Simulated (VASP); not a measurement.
# CaF (P-3m1) in VASP: relaxation of cell and atoms with PBE

Aim: the relaxation of cell and atoms of CaF with PBE.

All numbers are computed with VASP 6.6.1; they aren't measurements. Logs are shortened: lines on timing, memory, paths and dates and some standing lists are left out, and cuts for length are marked.

## (1) The cell of the first run

It takes space group P-3m1 (No. 164, trigonal). Conventional cell: a = 3.851 Å, b = 3.851 Å, c = 6.466 Å, α = 90.00°, β = 90.00°, γ = 120.00°. Within 3.1 Å of Ca (site symmetry 3m) lie 4 F at 2.37 to 2.45 Å. F (site symmetry 3m) has 4 Ca at 2.37 to 2.45 Å and 3 F at 2.76 Å within 3.1 Å.

## (2) Relaxation of cell and atoms, PBE

Contents of INCAR:

```
SYSTEM = CaF
PREC     = Accurate       ! precision mode
ENCUT    = 600            ! plane-wave cutoff, eV
EDIFF    = 1E-6           ! SCF threshold, eV
ISMEAR   = 0              ! smearing method
SIGMA    = 0.1            ! smearing width, eV
LREAL    = .FALSE.        ! projectors in reciprocal space
LASPH    = .TRUE.         ! aspherical terms in the spheres
NELM     = 100            ! most SCF steps
ALGO     = Normal         ! electronic algorithm
ISIF     = 3              ! what is computed and relaxed
LWAVE    = .FALSE.        ! write WAVECAR
LCHARG   = .FALSE.        ! write CHGCAR
GGA      = PE             ! functional
IBRION   = 2              ! ionic algorithm
NSW      = 100            ! ionic steps
EDIFFG   = -0.01          ! ionic threshold
```

Contents of KPOINTS:

```
regular mesh
0
G
  12 12 8
  0 0 0
```

Contents of POSCAR:

```
CaF
1.0
    3.8514676730      0.0000000000      0.0000000000
   -1.9257338365      3.3354688467      0.0000000000
    0.0000000000      0.0000000000      6.4657756535
Ca F
2 2
Direct
    0.6666666667      0.3333333333      0.2477290168
    0.3333333333      0.6666666667      0.7522709832
    0.6666666667      0.3333333333      0.6259721158
    0.3333333333      0.6666666667      0.3740278842
```

Potentials or basis: VASP PAW PBE potentials, release 64 (Ca_sv, F).

Started as:

```sh
> cat potpaw_PBE.64/Ca_sv/POTCAR potpaw_PBE.64/F/POTCAR > POTCAR
> mpirun -np 1 vasp_std > vasp.out
```

OUTCAR:

```text
SYSTEM = CaF
   PREC = Accurate
   ENCUT = 600
   EDIFF = 1E-6
   ISMEAR = 0
   LREAL = .FALSE.
   LASPH = .TRUE.
   NELM = 100
   ISIF = 3
   GGA = PE
   IBRION = 2
   NSW = 100
   EDIFFG = -0.01

 ion  position               nearest neighbor table
   1  0.667  0.333  0.248-   4 2.37   4 2.37   4 2.37   3 2.45
   2  0.333  0.667  0.752-   3 2.37   3 2.37   3 2.37   4 2.45
   3  0.667  0.333  0.626-   2 2.37   2 2.37   2 2.37   1 2.45
   4  0.333  0.667  0.374-   1 2.37   1 2.37   1 2.37   2 2.45

  LATTYP: Found a hexagonal cell.
 ALAT       =     3.8514676730
 C/A-ratio  =     1.6787822727

  Lattice vectors:

 A1 = (   3.8514676730,   0.0000000000,   0.0000000000)
 A2 = (  -1.9257338365,   3.3354688467,   0.0000000000)
 A3 = (   0.0000000000,   0.0000000000,   6.4657756535)

Analysis of symmetry for initial positions (statically):
=====================================================================
 Subroutine PRICEL returns:
 Original cell was already a primitive cell.

 Routine SETGRP: Setting up the symmetry group for a
 hexagonal supercell.

 Subroutine GETGRP returns: Found 12 space group operations
 (whereof 12 operations were pure point group operations)
 out of a pool of 24 trial point group operations.

The static configuration has the point symmetry D_3d.

Analysis of symmetry for dynamics (positions and initial velocities):
=====================================================================
 Subroutine PRICEL returns:
 Original cell was already a primitive cell.

 Routine SETGRP: Setting up the symmetry group for a
 hexagonal supercell.

 Subroutine GETGRP returns: Found 12 space group operations
 (whereof 12 operations were pure point group operations)
 out of a pool of 24 trial point group operations.

The dynamic configuration has the point symmetry D_3d.

 Subroutine INISYM returns: Found 12 space group operations
 (whereof 12 operations are pure point group operations),
 and found     1 'primitive' translations

----------------------------------------------------------------------------------------

                                     Primitive cell

  volume of cell :      83.0623

  direct lattice vectors                    reciprocal lattice vectors
     3.851467673  0.000000000  0.000000000     0.259641281  0.149903963  0.000000000
    -1.925733837  3.335468847  0.000000000     0.000000000  0.299807927  0.000000000
     0.000000000  0.000000000  6.465775653     0.000000000  0.000000000  0.154660485

  length of vectors
     3.851467673  3.851467673  6.465775653     0.299807927  0.299807927  0.154660485

  position of ions in fractional coordinates (direct lattice)
     0.666666667  0.333333333  0.247729017
     0.333333333  0.666666667  0.752270983
     0.666666667  0.333333333  0.625972116
     0.333333333  0.666666667  0.374027884

  ion indices of the primitive-cell ions
   primitive index   ion index
                 1           1
                 2           2
                 3           3
                 4           4

----------------------------------------------------------------------------------------

 KPOINTS: regular mesh

Automatic generation of k-mesh.
 Grid dimensions read from file:
 generate k-points for:   12   12    8

 Generating k-lattice:

  Cartesian coordinates                     Fractional coordinates (reciprocal lattice)
     0.021636773  0.012491997  0.000000000     0.083333333 -0.000000000  0.000000000
     0.000000000  0.024983994  0.000000000     0.000000000  0.083333333  0.000000000
     0.000000000  0.000000000  0.019332561     0.000000000  0.000000000  0.125000000

  Length of vectors
     0.024983994  0.024983994  0.019332561

  Shift w.r.t. Gamma in fractional coordinates (k-lattice)
     0.000000000  0.000000000  0.000000000

 Subroutine IBZKPT returns following result:
 ===========================================

 Found    131 irreducible k-points:

 Following reciprocal coordinates:
            Coordinates               Weight
  0.000000  0.000000  0.000000      1.000000
  0.083333 -0.000000  0.000000      6.000000
  0.166667 -0.000000  0.000000      6.000000
  0.250000  0.000000  0.000000      6.000000
  0.333333 -0.000000  0.000000      6.000000
  0.416667 -0.000000  0.000000      6.000000
[... 16 lines left out ...]
  0.166667 -0.000000  0.125000      6.000000
  0.000000  0.166667  0.125000      6.000000
 [... further k-points ...]
   k-points           NKPTS =    131   k-points in BZ     NKDIM =    131   number of bands    NBANDS=     21
   number of dos      NEDOS =    301   number of ions     NIONS =      4
   total plane-waves  NPLWV =  55296
   dimension x,y,z NGX =    32 NGY =   32 NGZ =   54
   dimension x,y,z NGXF=    64 NGYF=   64 NGZF=  108
   ions per type =               2   2
   NGX,Y,Z   is equivalent  to a cutoff of  13.81, 13.81, 13.88 a.u.
   NGXF,Y,Z  is equivalent  to a cutoff of  27.63, 27.63, 27.77 a.u.
 SYSTEM =  CaF
   PREC   = accura    normal or accurate (medium, high low for compatibility)
   ISTART =      0    job   : 0-new  1-cont  2-samecut
   ICHARG =      2    charge: 1-file 2-atom 10-const
   ISPIN  =      1    spin polarized calculation?
   LNONCOLLINEAR =      F non collinear calculations
   LSORBIT =      F    spin-orbit coupling
   LASPH  =      T    aspherical Exc in radial PAW
   ENCUT  =  600.0 eV  44.10 Ry    6.64 a.u.   7.69  7.69 12.91*2*pi/ulx,y,z
   NELM   =    100;   NELMIN=  2; NELMDL= -5     # of ELM steps
   EDIFF  = 0.1E-05   stopping-criterion for ELM
   LREAL  =      F    real-space projection
   EDIFFG = -.1E-01   stopping-criterion for IOM
   NSW    =    100    number of steps for IOM
   IBRION =      2    ionic relax: 0-MD 1-quasi-New 2-CG
   NFREE  =      1    steps in history (QN), initial steepest desc. (CG)
   ISIF   =      3    stress and relaxation
   ISYM   =      2    0-nonsym 1-usesym 2-fastsym
   POTIM  = 0.5000    time-step for ionic-motion
   TEBEG  =    0.0;   TEEND  =   0.0 temperature during run
   PSTRESS=    0.0 pullay stress
   NELECT =      34.0000    total number of electrons
   NUPDOWN=      -1.0000    fix difference up-down
   EMIN   =  10.00;   EMAX   =-10.00  energy-range for DOS
   EFERMI =   0.00;   METHOD = LEGACY
   ISMEAR =     0;   SIGMA  =   0.10  broadening in eV -4-tet -1-fermi 0-gaus
   EFERMI_NEDOS =   21; number of points for ismear=-14 and -15
   IALGO  =     38    algorithm
   IMIX   =      4    mixing-type and parameters
     AMIX     =   0.40;   BMIX     =  1.00
     AMIX_MAG =   1.60;   BMIX_MAG =  1.00
  volume/ion in A,a.u.               =      20.77       140.13
  Fermi-wavevector in a.u.,A,eV,Ry     =   1.215532  2.297023 20.102867  1.477519
  Thomas-Fermi vector in A             =   2.350916
   LORBIT       =      0    0 simple, 1 ext, 2 COOP (PROOUT), +10 PAW based schemes
   GGA     = PE    functional components
   LHFCALC =     F    Hartree Fock is set to
   AEXX    =    0.0000 exact exchange contribution
   IVDW    =     0    specifies the selected vdW correction
   LEPSILON=     F    determine dielectric tensor
   LRPA    =     F    only Hartree local field effects (RPA)
 conjugate gradient relaxation of ions
 non-spin polarized calculation
 Gauss-broadening in eV      SIGMA  =   0.10
  energy-cutoff  :      600.00
  volume of cell :       83.06
 maximum number of plane-waves:      2822
 NGX is ok and might be reduce to    32
   NGX = 15   NGY = 15   NGZ = 25

--------------------------------------- Ionic step        1  -------------------------------------------

 number of electron      34.0000009 magnetization

 Free energy of the ion-electron system (eV)
  ---------------------------------------------------
  ext. energy  EPLUGINS =         0.00000000
  ---------------------------------------------------
  free energy    TOTEN  =       -18.80783819 eV

  energy without entropy =      -18.80624138  energy(sigma->0) =      -18.80703979

------------------------ aborting loop because EDIFF is reached ----------------------------------------

  FORCE on cell =-STRESS in cart. coord.  units (eV):
  Direction    XX          YY          ZZ          XY          YZ          ZX
  --------------------------------------------------------------------------------------
  -------------------------------------------------------------------------------------
  Total        0.0274033      0.0274033     -0.0166182      0.0000000      0.0000000      0.0000000
  in kB        0.5285791      0.5285791     -0.3205454      0.0000000      0.0000000      0.0000000
  external PRESSURE =       0.2455376 kB  Pullay stress =       0.0000000 kB
[... 99 lines left out ...]
  energy  without entropy=      -18.8064872655  energy(sigma->0) =      -18.80724063

--------------------------------------- Ionic step        4  -------------------------------------------

 number of electron      34.0000009 magnetization

 Free energy of the ion-electron system (eV)
  ---------------------------------------------------
  ext. energy  EPLUGINS =         0.00000000
  ---------------------------------------------------
  free energy    TOTEN  =       -18.80803823 eV

  energy without entropy =      -18.80657897  energy(sigma->0) =      -18.80730860

 E-fermi :   3.7118     XC(G=0):  -8.6692

 val. band max:        3.7095752440   @ k =   0.0833  -0.0000   0.5000
 cond. band min:       3.7352955496   @ k =   0.0000   0.0000   0.3750
 fundamental gap:      0.0257203056
 Fermi energy:         3.7117874818

 k-point     1 :       0.0000    0.0000    0.0000
  band No.  band energies     occupation
      1     -38.5467      2.00000
      2     -38.5271      2.00000
      3     -22.5536      2.00000
      4     -22.0031      2.00000
      5     -19.5116      2.00000
      6     -19.5116      2.00000
[... 550 lines left out ...]
      5     -19.5478      2.00000
      6     -19.5229      2.00000
[... 13 lines left out ...]
     20       5.8102      0.00000
     21       6.2850      0.00000

 [... further k-points ...]
[... 5 lines left out ...]
  --------------------------------------------------------------------------------------
  -------------------------------------------------------------------------------------
  Total       -0.0128811     -0.0128811     -0.0027091      0.0000000      0.0000000      0.0000000
  in kB       -0.2486107     -0.2486107     -0.0522860      0.0000000      0.0000000      0.0000000
  external PRESSURE =      -0.1831691 kB  Pullay stress =       0.0000000 kB
[... 19 lines left out ...]
  FREE ENERGIE OF THE ION-ELECTRON SYSTEM (eV)
  ---------------------------------------------------
  free  energy   TOTEN  =       -18.8080382266 eV

  energy  without entropy=      -18.8065789723  energy(sigma->0) =      -18.80730860

 reached required accuracy - stopping structural energy minimisation
```

Run time: 9.4 min. Hardware: 1 thread of Intel Xeon Platinum 8375C at 2.90GHz (Ice Lake), shared host; peak memory 0.42 GiB.

What came out:

* Free energy: -18.8080 eV
* Relaxed volume: 20.75 Å³/atom
* Relaxed cell: a = 3.852 Å, b = 3.852 Å, c = 6.459 Å, α = 90.00°, β = 90.00°, γ = 120.00°
* Space group after relaxing (to 0.05 Å): P-3m1 (No. 164)
* Energy gained by relaxing: 0.1 meV/atom
* Ionic steps: 4
* Pressure after relaxing: 0.0 GPa
* Largest force after relaxing: 0.006 eV/Å
* Band gap on the k mesh: zero (band 17 reaches 3.70 eV, above the bottom of band 18 at 3.56 eV)

Forces in eV/Å, atoms in the order of the input:
```
Ca   0.000  0.000 -0.002
Ca   0.000  0.000  0.002
F    0.000  0.000  0.006
F    0.000  0.000 -0.006
```

The path:
```tsv
step	energy change (eV)	largest force (eV/Å)	pressure (GPa)	volume (Å³)
1	0.0000	0.0391	0.02	83.06
2	-0.0001	0.0205	-0.03	83.10
3	-0.0002	0.0053	-0.07	83.13
4	-0.0002	0.0062	-0.02	83.01
```

Final structure:
```
Ca F
1.0
     3.85232    0.00000    0.00000
    -1.92616    3.33621    0.00000
     0.00000    0.00000    6.45905
Ca F
2 2
Direct
  0.66667 0.33333 0.24703
  0.33333 0.66667 0.75297
  0.66667 0.33333 0.62594
  0.33333 0.66667 0.37406
```
